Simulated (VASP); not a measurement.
Crystal: CdS (pbe).

```
Cd S
1.0
     4.13700    0.00000    0.00000
    -2.06850    3.58275    0.00000
     0.00000    0.00000    6.71600
Cd S
2 2
Cartesian
  0.0000 2.3885 0.0000
  2.0685 1.1942 3.3580
  0.0000 2.3885 2.5319
  2.0685 1.1942 5.8899
```

- Program: VASP 6.6.1
- Task: relaxation of cell and atoms
- Functional: PBE
- Potentials or basis: VASP PAW PBE potentials, release 64 (Cd, S)
- Cutoff: 600 eV
- k mesh: 9 × 9 × 4
- Occupations: gaussian, width 0.02 eV
- Spin: no spin polarisation

At the start: pressure 3.0 GPa; volume 24.89 Å³/atom.

**Question.** Where does the relaxation end?

**Answer.** Over 20 steps the energy falls by 11.4 meV/atom and the volume is 26.17 Å³/atom (+5.1 %); space group P6_3mc (No. 186, to 0.05 Å).

Step by step:
| step | energy change (eV) | largest force (eV/Å) | pressure (GPa) | volume (Å³) |
| --- | --- | --- | --- | --- |
| 1 | 0.0000 | 0.0017 | 2.99 | 99.54 |
| 2 | -0.0410 | 0.0039 | -0.84 | 106.38 |
| 3 | -0.0456 | 0.0028 | -0.02 | 104.65 |
| 4 | -0.0456 | 0.0027 | 0.01 | 104.55 |
| 5 | -0.0456 | 0.0046 | 0.06 | 104.54 |
| 6 | -0.0456 | 0.0079 | 0.06 | 104.54 |
| 7 | -0.0456 | 0.0068 | 0.06 | 104.54 |
| 8 | -0.0456 | 0.0067 | 0.06 | 104.55 |
| 9 | -0.0456 | 0.0077 | 0.03 | 104.58 |
| 10 | -0.0456 | 0.0090 | 0.00 | 104.63 |
| 11 | -0.0456 | 0.0082 | 0.02 | 104.60 |
| 12 | -0.0456 | 0.0086 | 0.03 | 104.59 |
| 13 | -0.0456 | 0.0070 | 0.03 | 104.60 |
| 14 | -0.0456 | 0.0049 | 0.01 | 104.64 |
| 15 | -0.0456 | 0.0001 | -0.03 | 104.70 |
| 16 | -0.0456 | 0.0025 | -0.02 | 104.67 |
| 17 | -0.0456 | 0.0035 | 0.00 | 104.66 |
| 18 | -0.0456 | 0.0027 | 0.01 | 104.66 |
| 19 | -0.0456 | 0.0024 | 0.01 | 104.66 |
| 20 | -0.0456 | 0.0017 | 0.00 | 104.67 |

Final structure:
```
Cd S
1.0
     4.20387    0.00000    0.00000
    -2.10193    3.64066    0.00000
     0.00000    0.00000    6.83873
Cd S
2 2
Direct
  0.33333 0.66667 0.00013
  0.66667 0.33333 0.50013
  0.33333 0.66667 0.37687
  0.66667 0.33333 0.87687
```
